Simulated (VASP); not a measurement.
# AlIr (Pm-3m) in VASP: further runs, part 2 of 2

VASP 6.6.1. Earlier steps stand in the parts before.

## Step 3: Single point, LDA

This run uses another cell than the first one, of 13.10 Å³/atom, 1.019 times its volume.

File INCAR:

```
SYSTEM = AlIr
PREC = Accurate
ENCUT = 520
EDIFF = 1E-6
ISMEAR = -1
SIGMA = 0.1
LREAL = .FALSE.
LASPH = .TRUE.
NELM = 100
ALGO = Normal
ISIF = 2
LWAVE = .FALSE.
LCHARG = .FALSE.
GGA = CA
NBANDS = 13
```

File KPOINTS:

```
Automatic mesh
0
G
  14 14 14
  0 0 0
```

File POSCAR:

```
AlIr
1.0
    2.9697314271      0.0000000000      0.0000000000
    0.0000000000      2.9697314271      0.0000000000
    0.0000000000      0.0000000000      2.9697314271
Al Ir
1 1
Direct
    0.0000000000      0.0000000000      0.0000000000
    0.5000000000      0.5000000000      0.5000000000
```

Potentials or basis: VASP PAW LDA potentials, release 64 (Al, Ir).

On the command line:

```sh
$ cat potpaw_LDA.64/Al/POTCAR potpaw_LDA.64/Ir/POTCAR > POTCAR
$ mpirun -np 1 vasp_std > vasp.out
```

OUTCAR:

```text
SYSTEM = AlIr
   PREC = Accurate
   ENCUT = 520
   EDIFF = 1E-6
   ISMEAR = -1
   LREAL = .FALSE.
   LASPH = .TRUE.
   NELM = 100
   ISIF = 2
   GGA = CA

 ion  position               nearest neighbor table
   1  0.000  0.000  0.000-   2 2.57   2 2.57   2 2.57   2 2.57   2 2.57   2 2.57   2 2.57   2 2.57

   2  0.500  0.500  0.500-   1 2.57   1 2.57   1 2.57   1 2.57   1 2.57   1 2.57   1 2.57   1 2.57

  LATTYP: Found a simple cubic cell.
 ALAT       =     2.9697314271

  Lattice vectors:

 A1 = (   2.9697314271,   0.0000000000,   0.0000000000)
 A2 = (   0.0000000000,   2.9697314271,   0.0000000000)
 A3 = (   0.0000000000,   0.0000000000,   2.9697314271)

Analysis of symmetry for initial positions (statically):
=====================================================================
 Subroutine PRICEL returns:
 Original cell was already a primitive cell.

 Routine SETGRP: Setting up the symmetry group for a
 simple cubic supercell.

 Subroutine GETGRP returns: Found 48 space group operations
 (whereof 48 operations were pure point group operations)
 out of a pool of 48 trial point group operations.

The static configuration has the point symmetry O_h .

Analysis of symmetry for dynamics (positions and initial velocities):
=====================================================================
 Subroutine PRICEL returns:
 Original cell was already a primitive cell.

 Routine SETGRP: Setting up the symmetry group for a
 simple cubic supercell.

 Subroutine GETGRP returns: Found 48 space group operations
 (whereof 48 operations were pure point group operations)
 out of a pool of 48 trial point group operations.

The dynamic configuration has the point symmetry O_h .

 Subroutine INISYM returns: Found 48 space group operations
 (whereof 48 operations are pure point group operations),
 and found     1 'primitive' translations

----------------------------------------------------------------------------------------

                                     Primitive cell

  volume of cell :      26.1910

  direct lattice vectors                    reciprocal lattice vectors
     2.969731427  0.000000000  0.000000000     0.336730787  0.000000000  0.000000000
     0.000000000  2.969731427  0.000000000     0.000000000  0.336730787  0.000000000
     0.000000000  0.000000000  2.969731427     0.000000000  0.000000000  0.336730787

  length of vectors
     2.969731427  2.969731427  2.969731427     0.336730787  0.336730787  0.336730787

  position of ions in fractional coordinates (direct lattice)
     0.000000000  0.000000000  0.000000000
     0.500000000  0.500000000  0.500000000

  ion indices of the primitive-cell ions
   primitive index   ion index
                 1           1
                 2           2

----------------------------------------------------------------------------------------

 KPOINTS: Automatic mesh

Automatic generation of k-mesh.
 Grid dimensions read from file:
 generate k-points for:   14   14   14

 Generating k-lattice:

  Cartesian coordinates                     Fractional coordinates (reciprocal lattice)
     0.024052199  0.000000000  0.000000000     0.071428571  0.000000000  0.000000000
     0.000000000  0.024052199  0.000000000     0.000000000  0.071428571  0.000000000
[... 41 lines left out ...]
   number of dos      NEDOS =    301   number of ions     NIONS =      2
   total plane-waves  NPLWV =  13824
   dimension x,y,z NGX =    24 NGY =   24 NGZ =   24
   dimension x,y,z NGXF=    48 NGYF=   48 NGZF=   48
   ions per type =               1   1
   NGX,Y,Z   is equivalent  to a cutoff of  13.44, 13.44, 13.44 a.u.
   NGXF,Y,Z  is equivalent  to a cutoff of  26.87, 26.87, 26.87 a.u.
 SYSTEM =  AlIr
   PREC   = accura    normal or accurate (medium, high low for compatibility)
   ISTART =      0    job   : 0-new  1-cont  2-samecut
   ICHARG =      2    charge: 1-file 2-atom 10-const
   ISPIN  =      1    spin polarized calculation?
   LNONCOLLINEAR =      F non collinear calculations
   LSORBIT =      F    spin-orbit coupling
   LASPH  =      T    aspherical Exc in radial PAW
   ENCUT  =  520.0 eV  38.22 Ry    6.18 a.u.   5.52  5.52  5.52*2*pi/ulx,y,z
   NELM   =    100;   NELMIN=  2; NELMDL= -5     # of ELM steps
   EDIFF  = 0.1E-05   stopping-criterion for ELM
   LREAL  =      F    real-space projection
   EDIFFG = 0.1E-04   stopping-criterion for IOM
   NSW    =      0    number of steps for IOM
   IBRION =     -1    ionic relax: 0-MD 1-quasi-New 2-CG
   NFREE  =      0    steps in history (QN), initial steepest desc. (CG)
   ISIF   =      2    stress and relaxation
   ISYM   =      2    0-nonsym 1-usesym 2-fastsym
   POTIM  = 0.5000    time-step for ionic-motion
   TEBEG  =    0.0;   TEEND  =   0.0 temperature during run
   PSTRESS=    0.0 pullay stress
   NELECT =      12.0000    total number of electrons
   NUPDOWN=      -1.0000    fix difference up-down
   EMIN   =  10.00;   EMAX   =-10.00  energy-range for DOS
   EFERMI =   0.00;   METHOD = LEGACY
   ISMEAR =    -1;   SIGMA  =   0.10  broadening in eV -4-tet -1-fermi 0-gaus
   EFERMI_NEDOS =   21; number of points for ismear=-14 and -15
   IALGO  =     38    algorithm
   IMIX   =      4    mixing-type and parameters
     AMIX     =   0.40;   BMIX     =  1.00
     AMIX_MAG =   1.60;   BMIX_MAG =  1.00
  volume/ion in A,a.u.               =      13.10        88.37
  Fermi-wavevector in a.u.,A,eV,Ry     =   1.262074  2.384974 21.671770  1.592830
  Thomas-Fermi vector in A             =   2.395500
   LORBIT       =      0    0 simple, 1 ext, 2 COOP (PROOUT), +10 PAW based schemes
   GGA     = CA    functional components
   LHFCALC =     F    Hartree Fock is set to
   AEXX    =    0.0000 exact exchange contribution
   IVDW    =     0    specifies the selected vdW correction
   LEPSILON=     F    determine dielectric tensor
   LRPA    =     F    only Hartree local field effects (RPA)
 non-spin polarized calculation
  energy-cutoff  :      520.00
  volume of cell :       26.19
 maximum number of plane-waves:       739
 NGX is ok and might be reduce to    24
   NGX = 11   NGY = 11   NGZ = 11

 number of electron      12.0000000 magnetization

 Free energy of the ion-electron system (eV)
  ---------------------------------------------------
  ext. energy  EPLUGINS =         0.00000000
  ---------------------------------------------------
  free energy    TOTEN  =       -16.46599746 eV

  energy without entropy =      -16.44873755  energy(sigma->0) =      -16.45736750

 E-fermi :  11.0830     XC(G=0): -12.9280

 val. band max:       10.9868280397   @ k =   0.5000   0.4286   0.0714
 cond. band min:      11.0915156757   @ k =   0.4286   0.4286   0.0000
 fundamental gap:      0.1046876361
 Fermi energy:        11.0830041499

 k-point     1 :       0.0000    0.0000    0.0000
  band No.  band energies     occupation
      1      -1.3977      2.00000
      2       5.0227      2.00000
      3       5.0227      2.00000
      4       9.2463      2.00000
      5       9.2463      2.00000
      6       9.2463      2.00000
      7      15.3835      0.00000
      8      15.3835      0.00000
      9      15.3835      0.00000
     10      21.1102      0.00000
     11      21.1102      0.00000
     12      22.8981      0.00000
     13      29.6348      0.00000
[... 354 lines left out ...]
  band No.  band energies     occupation
      1       1.7225      2.00000
      2       4.6980      2.00000
      3       6.1840      2.00000
      4       7.2303      2.00000
      5       7.6940      2.00000
      6       8.6448      2.00000
      7      11.8819      0.00068
      8      15.5241      0.00000
      9      18.4139      0.00000
     10      20.3571      0.00000
     11      22.2771      0.00000
     12      23.9193      0.00000
     13      25.8402      0.00000

 [... further k-points ...]

------------------------ aborting loop because EDIFF is reached ----------------------------------------

  FORCE on cell =-STRESS in cart. coord.  units (eV):
  Direction    XX          YY          ZZ          XY          YZ          ZX
  --------------------------------------------------------------------------------------
  -------------------------------------------------------------------------------------
  Total        0.2029934      0.2029934      0.2029934      0.0000000     -0.0000000      0.0000000
  in kB       12.4176963     12.4176963     12.4176963      0.0000000     -0.0000000      0.0000000
  external PRESSURE =      12.4176963 kB  Pullay stress =       0.0000000 kB

 VOLUME and BASIS-vectors are now :
 -----------------------------------------------------------------------------
  energy-cutoff  :      520.00
  volume of cell :       26.19
      direct lattice vectors                 reciprocal lattice vectors
     2.969731427  0.000000000  0.000000000     0.336730787  0.000000000  0.000000000
     0.000000000  2.969731427  0.000000000     0.000000000  0.336730787  0.000000000
     0.000000000  0.000000000  2.969731427     0.000000000  0.000000000  0.336730787

 POSITION                                       TOTAL-FORCE (eV/Angst)
 -----------------------------------------------------------------------------------
      0.00000      0.00000      0.00000         0.000000      0.000000      0.000000
      1.48487      1.48487      1.48487         0.000000      0.000000      0.000000
 -----------------------------------------------------------------------------------
    total drift:                                0.000000     -0.000000     -0.000000

  FREE ENERGIE OF THE ION-ELECTRON SYSTEM (eV)
  ---------------------------------------------------
  free  energy   TOTEN  =       -16.4659974576 eV

  energy  without entropy=      -16.4487375515  energy(sigma->0) =      -16.45736750
```

Wall time 21 s (1 thread of AMD EPYC 7R43 (Zen 3), shared host); peak memory 0.12 GiB.

Results:

| Quantity | Value |
| --- | --- |
| Free energy | -16.4660 eV |
| Pressure | 1.2 GPa |
| Band gap on the k mesh | zero (band 6 reaches 12.35 eV, above the bottom of band 7 at 10.83 eV) |

Levels at points of the mesh, in eV from the Fermi level:
```csv
k point,band 4,band 5,band 6,band 7,band 8,band 9
"(0.00, 0.00, 0.00)",-1.84,-1.84,-1.84,4.30,4.30,4.30
"(0.50, 0.00, 0.00)",-3.84,-3.84,-1.54,0.27,5.94,9.22
"(0.50, 0.50, 0.00)",-3.38,-3.29,-3.29,-0.26,2.33,5.32
"(0.50, 0.50, 0.50)",-0.14,-0.14,1.05,2.04,2.04,2.04
```

Caveat: spin-orbit coupling is left out, which moves the levels of the heavy elements.

## Step 4: Single point, LDA+U

This run uses another cell than the first one, of 12.83 Å³/atom, 0.998 times its volume.

File INCAR:

```
SYSTEM = AlIr
PREC     = Accurate       ! precision mode
ENCUT    = 520            ! plane-wave cutoff, eV
EDIFF    = 1E-6           ! SCF threshold, eV
ISMEAR   = -1             ! smearing method
SIGMA    = 0.1            ! smearing width, eV
LREAL    = .FALSE.        ! projectors in reciprocal space
LASPH    = .TRUE.         ! aspherical terms in the spheres
NELM     = 150            ! most SCF steps
ALGO     = Normal         ! electronic algorithm
ISIF     = 2              ! what is computed and relaxed
LWAVE    = .FALSE.        ! write WAVECAR
LCHARG   = .FALSE.        ! write CHGCAR
LMAXMIX  = 4              ! l up to which the mixer works
LDAU     = .TRUE.         ! DFT+U
LDAUTYPE = 2            
LDAUL    = -1 2           ! shell
LDAUU    = 0 1            ! U, eV
LDAUJ    = 0 0          
LDAUPRINT= 1            
NBANDS   = 13             ! bands
```

File KPOINTS:

```
regular mesh
0
G
  14 14 14
  0 0 0
```

File POSCAR:

```
AlIr
1.0
    2.9491959497      0.0000000000      0.0000000000
    0.0000000000      2.9491959497      0.0000000000
    0.0000000000      0.0000000000      2.9491959497
Al Ir
1 1
Direct
    0.0000000000      0.0000000000      0.0000000000
    0.5000000000      0.5000000000      0.5000000000
```

On the command line:

```sh
$ cat potpaw_LDA.64/Al/POTCAR potpaw_LDA.64/Ir/POTCAR > POTCAR
$ mpirun -np 1 vasp_std > vasp.out
```

Run time: 21 s. Hardware: 1 thread of AMD EPYC 7R43 (Zen 3), shared host; peak memory 0.13 GiB.

Results (log left out):

| Property | Result |
| --- | --- |
| Free energy | -15.5355 eV |
| Pressure | 4.6 GPa |
| Band gap on the k mesh | zero (band 6 reaches 12.71 eV, above the bottom of band 7 at 11.08 eV) |

Levels at points of the mesh, in eV from the Fermi level:
```
           k point  band 4  band 5  band 6  band 7  band 8  band 9
(0.00, 0.00, 0.00)   -2.07   -2.07   -2.07    4.39    4.39    4.39
(0.50, 0.00, 0.00)   -4.12   -4.12   -1.76    0.29    5.90    9.33
(0.50, 0.50, 0.00)   -3.66   -3.33   -3.33   -0.28    2.45    5.41
(0.50, 0.50, 0.50)   -0.16   -0.16    1.15    2.09    2.09    2.09
```

Eigenvalues of the final occupation matrices:
| site | spin | trace | eigenvalues |
| --- | --- | --- | --- |
| site 2 d | 1 | 3.76 | 0.65 0.65 0.82 0.82 0.82 |
| site 2 d | 2 | 3.76 | 0.65 0.65 0.82 0.82 0.82 |

Caveat: spin-orbit coupling is left out, which moves the levels of the heavy elements; U without spin polarisation on a metal has little footing; the U is typed as a test and isn't derived for this compound.

## Step 5: Relaxation of cell and atoms, LDA, target pressure 5 GPa, at which the enthalpy is minimised

This run uses another cell than the first one, of 13.10 Å³/atom, 1.019 times its volume.

File INCAR:

```
SYSTEM = AlIr
PREC = Accurate ; ENCUT = 600
EDIFF = 1E-6 ; ISMEAR = -1
SIGMA = 0.1 ; LREAL = .False.
LASPH = .True. ; NELM = 80
ALGO = Normal ; ISIF = 3
LWAVE = .False. ; LCHARG = .False.
GGA = CA ; IBRION = 2
NSW = 100 ; EDIFFG = -0.002
PSTRESS = 50.0
```

File KPOINTS:

```
regular mesh
0
Gamma
  14 14 14
  0 0 0
```

File POSCAR:

```
AlIr
1.0
    2.9697314271      0.0000000000      0.0000000000
    0.0000000000      2.9697314271      0.0000000000
    0.0000000000      0.0000000000      2.9697314271
Al Ir
1 1
Direct
    0.0000000000      0.0000000000      0.0000000000
    0.5000000000      0.5000000000      0.5000000000
```

Potentials or basis: VASP PAW LDA potentials, release 64 (Al, Ir).

On the command line:

```sh
$ cat potpaw_LDA.64/Al/POTCAR potpaw_LDA.64/Ir/POTCAR > POTCAR
$ mpirun -np 1 vasp_std > vasp.out
```

OUTCAR:

```text
SYSTEM = AlIr
   PREC = Accurate
   ENCUT = 600
   EDIFF = 1E-6
   ISMEAR = -1
   LREAL = .False.
   LASPH = .True.
   NELM = 80
   ISIF = 3
   GGA = CA
   IBRION = 2
   NSW = 100
   EDIFFG = -0.002
   PSTRESS = 50.0

 ion  position               nearest neighbor table
   1  0.000  0.000  0.000-   2 2.57   2 2.57   2 2.57   2 2.57   2 2.57   2 2.57   2 2.57   2 2.57

   2  0.500  0.500  0.500-   1 2.57   1 2.57   1 2.57   1 2.57   1 2.57   1 2.57   1 2.57   1 2.57

  LATTYP: Found a simple cubic cell.
 ALAT       =     2.9697314271

  Lattice vectors:

 A1 = (   2.9697314271,   0.0000000000,   0.0000000000)
 A2 = (   0.0000000000,   2.9697314271,   0.0000000000)
 A3 = (   0.0000000000,   0.0000000000,   2.9697314271)

Analysis of symmetry for initial positions (statically):
=====================================================================
[... 379 lines left out ...]

 k-point     1 :       0.0000    0.0000    0.0000
  band No.  band energies     occupation
      1      -1.3149      2.00000
      2       5.1194      2.00000
      3       5.1194      2.00000
      4       9.4335      2.00000
      5       9.4335      2.00000
      6       9.4335      2.00000
      7      15.6304      0.00000
      8      15.6304      0.00000
      9      15.6304      0.00000
     10      21.3770      0.00000
[... 287 lines left out ...]
 k-point    24 :       0.3571    0.2143    0.0000
  band No.  band energies     occupation
      1       1.8351      2.00000
      2       4.8153      2.00000
      3       6.3096      2.00000
      4       7.3784      2.00000
      5       7.8487      2.00000
      6       8.8172      2.00000
      7      12.1190      0.00061
      8      15.7951      0.00000
      9      18.6458      0.00000
     10      20.6705      0.00000

 [... further k-points ...]

------------------------ aborting loop because EDIFF is reached ----------------------------------------

  FORCE on cell =-STRESS in cart. coord.  units (eV):
  Direction    XX          YY          ZZ          XY          YZ          ZX
  --------------------------------------------------------------------------------------
  -------------------------------------------------------------------------------------
  Total        0.8059934      0.8059934      0.8059934      0.0000000      0.0000000     -0.0000000
  in kB       49.9815443     49.9815443     49.9815443      0.0000000      0.0000000     -0.0000000
  external PRESSURE =      -0.0184557 kB  Pullay stress =      50.0000000 kB
[... 21 lines left out ...]
  energy  without entropy=      -16.4424651037  energy(sigma->0) =      -16.45084710

  enthalpy is  TOTEN    =       -15.6529380814 eV   P V=        0.8062910192

 reached required accuracy - stopping structural energy minimisation
```

OSZICAR:

```text
N       E                     dE             d eps       ncg     rms          rms(c)
DAV:   1     0.665296228550E+02    0.66530E+02   -0.59091E+03  2408   0.122E+03
DAV:   2    -0.141621280561E+02   -0.80692E+02   -0.74691E+02  2410   0.248E+02
DAV:   3    -0.171559398832E+02   -0.29938E+01   -0.29527E+01  2978   0.536E+01
DAV:   4    -0.172009948063E+02   -0.45055E-01   -0.44996E-01  2926   0.623E+00
[... 36 lines left out ...]
   5 F= -.15652937E+02 E0= -.15644552E+02  d E =0.451899E-06
       N       E                     dE             d eps       ncg     rms          rms(c)
DAV:   1    -0.164592322860E+02    0.14968E-03   -0.82486E-05  2538   0.146E-01    0.178E-02
DAV:   2    -0.164592291854E+02    0.31006E-05   -0.19658E-05  2788   0.537E-02    0.216E-03
DAV:   3    -0.164592291006E+02    0.84822E-07   -0.29778E-07  1204   0.678E-03
   6 F= -.15652938E+02 E0= -.15644556E+02  d E =-.323823E-06
```

CONTCAR:

```text
AlIr
   1.00000000000000
     2.9562702538352448   -0.0000000000000000    0.0000000000000000
    -0.0000000000000000    2.9562702538352448   -0.0000000000000000
     0.0000000000000000    0.0000000000000000    2.9562702538352448
  Al              Ir
     1     1
Direct
     0.0000000000000000    0.0000000000000000    0.0000000000000000
     0.5000000000000000    0.5000000000000000    0.5000000000000000

  0.00000000E+00  0.00000000E+00  0.00000000E+00
  0.00000000E+00  0.00000000E+00  0.00000000E+00
```

Run time: 56 s. Hardware: 1 thread of AMD EPYC 7R43 (Zen 3), shared host; peak memory 0.14 GiB.

Results:

```yaml
Free_energy: -16.4592 eV
Relaxed_volume: 12.92 Å³/atom
Relaxed_cell: a = 2.956 Å, b = 2.956 Å, c = 2.956 Å, α = 90.00°, β = 90.00°, γ = 90.00°
Space_group_after_relaxing_to_0.05_Å: Pm-3m (No. 221)
Energy_change_on_relaxing_the_enthalpy_is_what_falls: +3.4 meV/atom
Ionic_steps: 6
Pressure_after_relaxing: 5.0 GPa
Band_gap_on_the_k_mesh: zero (band 6 reaches 12.61 eV, above the bottom of band 7 at 11.05 eV)
```

The path:
```csv
step,energy change (eV),largest force (eV/Å),pressure (GPa),volume (Å³)
1,0.0000,0.0000,1.28,26.19
2,0.0532,0.0000,14.25,25.06
3,0.0068,0.0000,4.96,25.84
4,0.0070,0.0000,5.03,25.83
5,0.0067,0.0000,4.95,25.84
6,0.0069,0.0000,5.00,25.84
```

Final structure:
```xyz
2
Lattice="2.9563 0.0000 0.0000 0.0000 2.9563 0.0000 0.0000 0.0000 2.9563" Properties=species:S:1:pos:R:3 pbc="T T T"
Al    0.0000    0.0000    0.0000
Ir    1.4781    1.4781    1.4781
```

Caveat: the cell is relaxed towards a set pressure, so the enthalpy falls and the energy may rise; spin-orbit coupling is left out, which moves the levels of the heavy elements.

## Step 6: Overview

| task | level | U | cell | cutoff (eV) | gap on the mesh (eV) | pressure (GPa) |
| --- | --- | --- | --- | --- | --- | --- |
| single point | LDA | - | a = 2.951 Å, 2 atoms | 520 | none | 6.4 |
| single point | LDA | - | a = 2.970 Å, 2 atoms | 520 | none | 1.2 |
| single point | LDA+U | Ir d U = 1.0 eV | a = 2.949 Å, 2 atoms | 520 | none | 4.6 |
| relaxation of cell and atoms | LDA | - | relaxed to 5 GPa from a = 2.970 Å, 2 atoms | 600 | none | 5.0 |

Alike in all rows: potentials or basis VASP PAW LDA potentials, release 64 (Al, Ir); no spin polarisation; k mesh 14 × 14 × 14; smearing fermi-dirac 0.1 eV.

Caveats: spin-orbit coupling is left out, which moves the levels of the heavy elements; U without spin polarisation on a metal has little footing (some runs); the U is typed as a test and isn't derived for this compound (some runs); the cell is relaxed towards a set pressure, so the enthalpy falls and the energy may rise (some runs).

Absolute energies hang on the potentials; compare differences alone.
